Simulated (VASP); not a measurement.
A run of VASP 6.6.1:

The input INCAR:

```
PREC     = Accurate       # precision mode
ENCUT    = 520            # plane-wave cutoff, eV
EDIFF    = 1E-7           # SCF threshold, eV
ISMEAR   = 0              # smearing method
SIGMA    = 0.01           # smearing width, eV
LREAL    = Auto         
LASPH    = T              # aspherical terms in the spheres
NELM     = 120            # most SCF steps
ALGO     = Normal         # electronic algorithm
ISIF     = 2              # what is computed and relaxed
LWAVE    = F              # write WAVECAR
LCHARG   = F              # write CHGCAR
GGA      = PE             # functional
IBRION   = 2              # ionic algorithm
NSW      = 100            # ionic steps
EDIFFG   = -0.03          # ionic threshold
NELECT   = 128.0        
GGA_COMPAT= F            
NELMIN   = 4            
ISYM     = -1
```

The input KPOINTS:

```
explicit points
1
Reciprocal
  0.25000000   0.25000000   0.25000000 1
```

File POSCAR:

```
Al14CN16
1.0
    6.2595139100      0.0000000600      0.0000000000
   -3.1297570100      5.4208980300      0.0000000000
    0.0000000000      0.0000000000     10.0348065900
C N Al
1 16 14
Direct
    0.3333333300      0.1666666700      0.2496176900
    0.3333333300      0.1666666700      0.4403823100
    0.1666666700      0.3333333300      0.1903823100
    0.3333333300      0.1666666700      0.9403823100
    0.1666666700      0.3333333300      0.6903823100
    0.3333333300      0.6666666700      0.4403823100
    0.1666666700      0.8333333300      0.1903823100
    0.3333333300      0.6666666700      0.9403823100
    0.1666666700      0.8333333300      0.6903823100
    0.8333333300      0.1666666700      0.4403823100
    0.6666666700      0.3333333300      0.1903823100
    0.8333333300      0.1666666700      0.9403823100
    0.6666666700      0.3333333300      0.6903823100
    0.8333333300      0.6666666700      0.4403823100
    0.6666666700      0.8333333300      0.1903823100
    0.8333333300      0.6666666700      0.9403823100
    0.6666666700      0.8333333300      0.6903823100
    0.3333333300      0.1666666700      0.7496176900
    0.1666666700      0.3333333300      0.9996176900
    0.3333333300      0.6666666700      0.2496176900
    0.1666666700      0.8333333300      0.4996176900
    0.3333333300      0.6666666700      0.7496176900
    0.1666666700      0.8333333300      0.9996176900
    0.8333333300      0.1666666700      0.2496176900
    0.6666666700      0.3333333300      0.4996176900
    0.8333333300      0.1666666700      0.7496176900
    0.6666666700      0.3333333300      0.9996176900
    0.8333333300      0.6666666700      0.2496176900
    0.6666666700      0.8333333300      0.4996176900
    0.8333333300      0.6666666700      0.7496176900
    0.6666666700      0.8333333300      0.9996176900
```

Potentials or basis: VASP PAW PBE potentials, release 64 (C, N, Al).

The run is started by

```bash
$ cat potpaw_PBE.64/C/POTCAR potpaw_PBE.64/N/POTCAR potpaw_PBE.64/Al/POTCAR > POTCAR
$ mpirun -np 1 vasp_std > vasp.out
```

Hardware: 1 thread of Intel(R) Xeon(R) Platinum 8124M CPU @ 3.00GHz (Skylake/Cascade Lake), with other jobs on the host.

Estimate the wall time of this run.

Wall time 65 min on 1 thread of Intel(R) Xeon(R) Platinum 8124M CPU @ 3.00GHz (Skylake/Cascade Lake) (shared host), peak memory 0.48 GiB. Counts: scf iterations 702, k points 1, ion steps 72.
